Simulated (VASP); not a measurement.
# LiSe3 (P4/mmm) in VASP: further runs

The runs below take LiSe3 through relaxation of cell and atoms, single point, with PBE.

Everything below comes from runs of VASP 6.6.1. Logs are shortened: lines on timing, memory, paths and dates and some standing lists are left out, and cuts for length are marked.

## Step 1: The cell of the first run

The structure is tetragonal, space group P4/mmm (No. 123). The conventional cell has a = 4.389 Å, b = 4.389 Å, c = 5.479 Å, α = 90.00°, β = 90.00°, γ = 90.00°. Li (site symmetry 4/mmm) has 10 Se at 2.74 to 3.29 Å within 3.6 Å. Se (site symmetry 4mm) has 1 Se at 2.20 Å within 2.9 Å. Se (site symmetry 4/mmm) has 2 Li at 2.74 Å and 8 Se at 3.51 Å within 3.6 Å.

## Step 2: Relaxation of cell and atoms, PBE

Input file INCAR:

```
  ALGO = Normal
  EDIFF = 1E-7
  EDIFFG = -0.04
  ENCUT = 600
  GGA = PE
  IBRION = 2
  ISIF = 3
  ISMEAR = 0
  LASPH = True
  LCHARG = False
  LREAL = False
  LWAVE = False
  NELM = 100
  NSW = 90
  PREC = Accurate
  SIGMA = 0.1
```

Input file KPOINTS:

```
k-points
0
Gamma
  4 4 4
```

Input file POSCAR:

```
LiSe3
1.0
    4.3892703900      0.0000000000      0.0000000000
    0.0000000000      4.3892703900      0.0000000000
    0.0000000000      0.0000000000      5.4787875400
Li Se
1 3
Direct
    0.0000000000      0.0000000000      0.0000000000
    0.5000000000      0.5000000000      0.2003199800
    0.5000000000      0.5000000000      0.7996800200
    0.0000000000      0.0000000000      0.5000000000
```

Potentials or basis: VASP PAW PBE potentials, release 64 (Li_sv, Se).

Launch:

```
$ cat potpaw_PBE.64/Li_sv/POTCAR potpaw_PBE.64/Se/POTCAR > POTCAR
$ mpirun -np 1 vasp_std > vasp.out
```

OUTCAR:

```text
EDIFF = 1E-7
   EDIFFG = -0.04
   ENCUT = 600
   GGA = PE
   IBRION = 2
   ISIF = 3
   ISMEAR = 0
   LASPH = True
   LREAL = False
   NELM = 100
   NSW = 90
   PREC = Accurate

 ion  position               nearest neighbor table
   1  0.000  0.000  0.000-
   2  0.500  0.500  0.200-   3 2.20
   3  0.500  0.500  0.800-   2 2.20
   4  0.000  0.000  0.500-

  LATTYP: Found a simple tetragonal cell.
 ALAT       =     4.3892703900
 C/A-ratio  =     1.2482228373

  Lattice vectors:

 A1 = (   4.3892703900,   0.0000000000,   0.0000000000)
 A2 = (   0.0000000000,   4.3892703900,   0.0000000000)
 A3 = (   0.0000000000,   0.0000000000,   5.4787875400)

Analysis of symmetry for initial positions (statically):
=====================================================================
 Subroutine PRICEL returns:
 Original cell was already a primitive cell.

 Routine SETGRP: Setting up the symmetry group for a
 simple tetragonal supercell.

 Subroutine GETGRP returns: Found 16 space group operations
 (whereof 16 operations were pure point group operations)
 out of a pool of 16 trial point group operations.

The static configuration has the point symmetry D_4h.

Analysis of symmetry for dynamics (positions and initial velocities):
=====================================================================
 Subroutine PRICEL returns:
 Original cell was already a primitive cell.

 Routine SETGRP: Setting up the symmetry group for a
 simple tetragonal supercell.

 Subroutine GETGRP returns: Found 16 space group operations
 (whereof 16 operations were pure point group operations)
 out of a pool of 16 trial point group operations.

The dynamic configuration has the point symmetry D_4h.

 Subroutine INISYM returns: Found 16 space group operations
 (whereof 16 operations are pure point group operations),
 and found     1 'primitive' translations

----------------------------------------------------------------------------------------

                                     Primitive cell

  volume of cell :     105.5526

  direct lattice vectors                    reciprocal lattice vectors
     4.389270390  0.000000000  0.000000000     0.227828297  0.000000000  0.000000000
     0.000000000  4.389270390  0.000000000     0.000000000  0.227828297  0.000000000
     0.000000000  0.000000000  5.478787540     0.000000000  0.000000000  0.182522135

  length of vectors
[... 87 lines left out ...]
   POTIM  = 0.5000    time-step for ionic-motion
   TEBEG  =    0.0;   TEEND  =   0.0 temperature during run
   PSTRESS=    0.0 pullay stress
   NELECT =      21.0000    total number of electrons
   NUPDOWN=      -1.0000    fix difference up-down
   EMIN   =  10.00;   EMAX   =-10.00  energy-range for DOS
   EFERMI =   0.00;   METHOD = LEGACY
   ISMEAR =     0;   SIGMA  =   0.10  broadening in eV -4-tet -1-fermi 0-gaus
   EFERMI_NEDOS =   21; number of points for ismear=-14 and -15
   IALGO  =     38    algorithm
   IMIX   =      4    mixing-type and parameters
     AMIX     =   0.40;   BMIX     =  1.00
     AMIX_MAG =   1.60;   BMIX_MAG =  1.00
  volume/ion in A,a.u.               =      26.39       178.08
  Fermi-wavevector in a.u.,A,eV,Ry     =   0.955707  1.806025 12.427240  0.913376
  Thomas-Fermi vector in A             =   2.084569
   LORBIT       =      0    0 simple, 1 ext, 2 COOP (PROOUT), +10 PAW based schemes
   GGA     = PE    functional components
   LHFCALC =     F    Hartree Fock is set to
   AEXX    =    0.0000 exact exchange contribution
   IVDW    =     0    specifies the selected vdW correction
   LEPSILON=     F    determine dielectric tensor
   LRPA    =     F    only Hartree local field effects (RPA)
 conjugate gradient relaxation of ions
 non-spin polarized calculation
 Gauss-broadening in eV      SIGMA  =   0.10
  energy-cutoff  :      600.00
  volume of cell :      105.55
 maximum number of plane-waves:      3544
 NGX is ok and might be reduce to    36
   NGX = 17   NGY = 17   NGZ = 21

--------------------------------------- Ionic step        1  -------------------------------------------

 number of electron      20.9999999 magnetization

 Free energy of the ion-electron system (eV)
  ---------------------------------------------------
  ext. energy  EPLUGINS =         0.00000000
  ---------------------------------------------------
  free energy    TOTEN  =       -12.53603415 eV

  energy without entropy =      -12.51748196  energy(sigma->0) =      -12.52675805

------------------------ aborting loop because EDIFF is reached ----------------------------------------

  FORCE on cell =-STRESS in cart. coord.  units (eV):
  Direction    XX          YY          ZZ          XY          YZ          ZX
  --------------------------------------------------------------------------------------
  -------------------------------------------------------------------------------------
  Total       -1.9923982     -1.9923982      0.2588856      0.0000000     -0.0000000     -0.0000000
  in kB      -30.2424930    -30.2424930      3.9296085      0.0000000     -0.0000000     -0.0000000
  external PRESSURE =     -18.8517925 kB  Pullay stress =       0.0000000 kB
[... 95 lines left out ...]
  FREE ENERGIE OF THE ION-ELECTRON SYSTEM (eV)
  ---------------------------------------------------
  free  energy   TOTEN  =       -12.6727224625 eV

  energy  without entropy=      -12.6582198927  energy(sigma->0) =      -12.66547118

[... ionic steps 4 to 8 ...]

--------------------------------------- Ionic step        9  -------------------------------------------

 number of electron      20.9999997 magnetization

------------------------ aborting loop because EDIFF is reached ----------------------------------------
[... 71 lines left out ...]
--------------------------------------- Ionic step       11  -------------------------------------------

 number of electron      20.9999996 magnetization

 Free energy of the ion-electron system (eV)
  ---------------------------------------------------
  ext. energy  EPLUGINS =         0.00000000
  ---------------------------------------------------
  free energy    TOTEN  =       -12.85788657 eV

  energy without entropy =      -12.84920813  energy(sigma->0) =      -12.85354735

 E-fermi :   3.5002     XC(G=0):  -9.3850

 val. band max:        3.4056857436   @ k =   0.2500   0.0000   0.0000
 cond. band min:       3.5008612798   @ k =   0.2500   0.0000   0.0000
 fundamental gap:      0.0951755363
 Fermi energy:         3.5002282245

 k-point     1 :       0.0000    0.0000    0.0000
  band No.  band energies     occupation
      1     -42.9974      2.00000
      2     -11.6936      2.00000
      3      -8.4318      2.00000
      4      -7.9472      2.00000
      5      -1.7540      2.00000
      6      -0.0555      2.00000
      7      -0.0555      2.00000
      8       1.5840      2.00000
      9       3.3520      1.96396
     10       3.3520      1.96396
     11       3.8649      0.00000
     12       3.8649      0.00000
     13       6.5838      0.00000
     14       7.5065      0.00000
[... 318 lines left out ...]
  FREE ENERGIE OF THE ION-ELECTRON SYSTEM (eV)
  ---------------------------------------------------
  free  energy   TOTEN  =       -12.8578865689 eV

  energy  without entropy=      -12.8492081280  energy(sigma->0) =      -12.85354735

 reached required accuracy - stopping structural energy minimisation
```

CONTCAR:

```text
LiSe3
   1.00000000000000
     3.9722962517593876    0.0000000000000000    0.0000000000000000
     0.0000000000000000    3.9722962517593876   -0.0000000000000000
    -0.0000000000000000   -0.0000000000000000    5.4064683071977750
  Li              Se
     1     3
Direct
     0.0000000000000000    0.0000000000000000    0.0000000000000000
     0.5000000000000000    0.5000000000000000    0.2172337172194394
     0.5000000000000000    0.5000000000000000    0.7827662827805607
     0.0000000000000000    0.0000000000000000    0.5000000000000000

  0.00000000E+00  0.00000000E+00  0.00000000E+00
  0.00000000E+00  0.00000000E+00  0.00000000E+00
  0.00000000E+00  0.00000000E+00  0.00000000E+00
  0.00000000E+00  0.00000000E+00  0.00000000E+00
```

Run time: 3.9 min. Hardware: 1 thread of AMD EPYC 7R43 (Zen 3), shared host; peak memory 0.22 GiB.

What came out:

- Free energy: -12.8579 eV
- Relaxed volume: 21.33 Å³/atom
- Relaxed cell: a = 3.972 Å, b = 3.972 Å, c = 5.406 Å, α = 90.00°, β = 90.00°, γ = 90.00°
- Space group after relaxing (to 0.05 Å): P4/mmm (No. 123)
- Energy gained by relaxing: 80.5 meV/atom
- Ionic steps: 11
- Pressure after relaxing: 0.1 GPa
- Largest force after relaxing: 0.010 eV/Å

Forces on the atoms (eV/Å):
```
Li   0.000  0.000  0.000
Se   0.000  0.000 -0.010
Se   0.000  0.000  0.010
Se   0.000  0.000  0.000
```

Stress tensor (GPa, compression positive):
```
-0.05  0.00  0.00
 0.00 -0.05  0.00
 0.00  0.00  0.26
```

Step by step:
```csv
step,energy change (eV),largest force (eV/Å),pressure (GPa),volume (Å³)
1,0.0000,1.3666,-1.89,105.55
2,-0.1337,0.4978,-3.70,100.85
3,-0.1367,0.6249,-3.89,100.06
4,-0.2574,0.3151,-2.19,92.93
5,-0.2981,0.0806,-0.23,87.51
6,-0.2990,0.0326,0.19,86.56
7,-0.3108,0.0431,0.21,85.54
8,-0.3171,0.1268,0.35,84.05
9,-0.3193,0.1054,0.10,84.59
10,-0.3207,0.1003,-0.26,85.47
11,-0.3219,0.0099,0.05,85.31
```

Final structure:
```xyz
4
Lattice="3.9723 0.0000 0.0000 0.0000 3.9723 0.0000 0.0000 0.0000 5.4065" Properties=species:S:1:pos:R:3 pbc="T T T"
Li    0.0000    0.0000    0.0000
Se    1.9861    1.9861    1.1745
Se    1.9861    1.9861    4.2320
Se    0.0000    0.0000    2.7032
```

Levels at points of the mesh, in eV from the Fermi level:
| k point | band 7 | band 8 | band 9 | band 10 | band 11 | band 12 | band 13 | band 14 |
| --- | --- | --- | --- | --- | --- | --- | --- | --- |
| (0.00, 0.00, 0.00) | -3.56 | -1.92 | -0.15 | -0.15 | 0.36 | 0.36 | 3.08 | 4.01 |
| (0.50, 0.00, 0.00) | -3.85 | -2.57 | -0.84 | -0.80 | 0.16 | 1.29 | 4.46 | 4.63 |
| (0.50, 0.50, 0.00) | -5.42 | -2.26 | -1.57 | -1.57 | -0.57 | -0.57 | 3.91 | 4.76 |
| (0.00, 0.00, 0.50) | -2.53 | -2.48 | -2.48 | -1.48 | 0.04 | 1.77 | 1.77 | 5.29 |
| (0.50, 0.00, 0.50) | -2.15 | -2.13 | -1.60 | -0.76 | -0.73 | -0.18 | 1.37 | 3.55 |
| (0.50, 0.50, 0.50) | -4.21 | -4.21 | -2.71 | -2.32 | 0.40 | 1.78 | 1.78 | 6.04 |

Caveat: the cutoff is under 1.25 times the usual one of these potentials, so pressure, stress and relaxed cells hold a basis-set (Pulay) error; the volume moved by over 15 % at a fixed basis, so the end points are rough.

## Step 3: Single point, PBE

This run uses another cell than the first one, of 21.54 Å³/atom, 0.816 times its volume.

Input file INCAR:

```
SYSTEM = LiSe3
PREC = Accurate
ENCUT = 520
EDIFF = 1E-6
ISMEAR = 0
SIGMA = 0.1
LREAL = .False.
LASPH = .True.
NELM = 100
ALGO = Normal
ISIF = 2
LWAVE = .False.
LCHARG = .False.
GGA = PE
NBANDS = 18
```

Input file KPOINTS:

```
Automatic mesh
0
Gamma
  12 12 8
  0 0 0
```

Input file POSCAR:

```
LiSe3
1.0
    3.9722354350      0.0000000000      0.0000000000
    0.0000000000      3.9722354350      0.0000000000
    0.0000000000      0.0000000000      5.4599531447
Li Se
1 3
Direct
    0.0000000000      0.0000000000      0.0000000000
    0.5000000000      0.5000000000      0.2131077876
    0.5000000000      0.5000000000      0.7868922124
    0.0000000000      0.0000000000      0.5000000000
```

Potentials or basis: VASP PAW PBE potentials, release 64 (Li_sv, Se).

Launch:

```
$ cat potpaw_PBE.64/Li_sv/POTCAR potpaw_PBE.64/Se/POTCAR > POTCAR
$ mpirun -np 1 vasp_std > vasp.out
```

It took 2.4 min on 1 thread of AMD EPYC 7R43 (Zen 3), shared host; peak memory 0.27 GiB.

Results (log left out):

| Property | Result |
| --- | --- |
| Free energy | -12.8057 eV |
| Largest force | 0.028 eV/Å |

Forces on the atoms (eV/Å):
```
Li   0.000  0.000  0.000
Se   0.000  0.000  0.028
Se   0.000  0.000 -0.028
Se   0.000  0.000  0.000
```

Levels at points of the mesh, in eV from the Fermi level:
| k point | band 6 | band 7 | band 8 | band 9 | band 10 | band 11 | band 12 | band 13 | band 14 | band 15 |
| --- | --- | --- | --- | --- | --- | --- | --- | --- | --- | --- |
| (0.00, 0.00, 0.00) | -3.61 | -3.61 | -1.95 | -0.25 | -0.25 | 0.21 | 0.21 | 2.90 | 3.96 | 4.16 |
| (0.50, 0.00, 0.00) | -4.19 | -3.90 | -2.68 | -0.87 | -0.85 | 0.06 | 1.20 | 4.38 | 4.42 | 4.47 |
| (0.50, 0.50, 0.00) | -5.51 | -5.46 | -2.27 | -1.67 | -1.67 | -0.77 | -0.77 | 3.75 | 4.55 | 7.13 |
| (0.00, 0.00, 0.50) | -2.70 | -2.70 | -2.47 | -2.47 | -1.56 | 0.09 | 1.64 | 1.64 | 5.07 | 5.16 |
| (0.50, 0.00, 0.50) | -3.22 | -2.30 | -2.25 | -1.67 | -0.79 | -0.74 | -0.31 | 1.47 | 3.43 | 5.22 |
| (0.50, 0.50, 0.50) | -4.40 | -4.37 | -4.37 | -3.01 | -2.33 | 0.44 | 1.59 | 1.59 | 5.86 | 6.33 |

Caveat: the cutoff is under 1.25 times the usual one of these potentials, so pressure, stress and relaxed cells hold a basis-set (Pulay) error.
